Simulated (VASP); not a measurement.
**Ti2O: single point with r2SCAN+U**

Crystal: Ti2O.

```
CELL_PARAMETERS angstrom
2.91940 0.00000 0.00000
-1.45970 2.52827 0.00000
0.00000 0.00000 4.71300
ATOMIC_POSITIONS crystal
Ti 0.66667 0.33333 0.27874
Ti 0.33333 0.66667 0.72126
O 0.00000 0.00000 0.00000
```

- Program: VASP 6.6.1
- Task: single point
- Functional: r2SCAN
- Potentials or basis: VASP PAW PBE potentials, release 64 (Ti_sv, O)
- Cutoff: 520 eV
- k mesh: 8 × 8 × 5
- Occupations: fermi-dirac, width 0.05 eV
- Spin: collinear spin, ferromagnetic start
- Starting moments: [1.0, 1.0, 0.0] μB
- Hubbard terms: Ti d U = 3.0 eV
- Dipole correction: no
- Further INCAR settings: ALGO = Normal; EDIFF = 1e-06; NBANDS = 26

| Item | Value |
| --- | --- |
| Pressure | 18.4 GPa |
| Largest force | 1.055 eV/Å |
| Band gap on the k mesh | zero (filled and empty bands overlap) |
| Net moment | 0.00 μB per cell |
| Valence electrons inside the program's atomic spheres | Ti 10.26; O 5.12 |

Forces in eV/Å, atoms in the order of the input:
```
Ti   0.000  0.000 -1.055
Ti   0.000  0.000  1.055
O    0.000  0.000  0.000
```

Stress tensor (GPa, compression positive):
```
15.07  0.00  0.00
 0.00 15.07  0.00
 0.00  0.00 25.07
```

Levels at points of the mesh, in eV from the Fermi level:
Spin up:
```tsv
k point	band 12	band 13	band 14	band 15	band 16	band 17	band 18	band 19
(0.00, 0.00, 0.00)	-6.58	-4.73	-0.84	0.27	0.44	0.44	1.00	1.00
(0.50, 0.00, 0.00)	-7.10	-3.08	-1.91	-1.06	1.28	1.75	2.99	3.20
```
Spin down:
```csv
k point,band 12,band 13,band 14,band 15,band 16,band 17,band 18,band 19
"(0.00, 0.00, 0.00)",-6.58,-4.73,-0.84,0.27,0.44,0.44,1.00,1.00
"(0.50, 0.00, 0.00)",-7.10,-3.08,-1.91,-1.06,1.28,1.75,2.99,3.20
```

Eigenvalues of the final occupation matrices:
```tsv
site	spin	trace	eigenvalues
site 1 d	1	0.92	0.15 0.15 0.20 0.20 0.22
site 1 d	2	0.92	0.15 0.15 0.20 0.20 0.22
site 2 d	1	0.92	0.15 0.15 0.20 0.20 0.22
site 2 d	2	0.92	0.15 0.15 0.20 0.20 0.22
```

Run time: 2.8 min on 1 thread of Intel(R) Xeon(R) Platinum 8488C (Sapphire Rapids), on a shared host, peak memory 0.21 GiB.

Caveat: the PAW data sets were made with another functional, which shifts forces and pressure a little. The state reached can hang on the start; a lower one may exist.
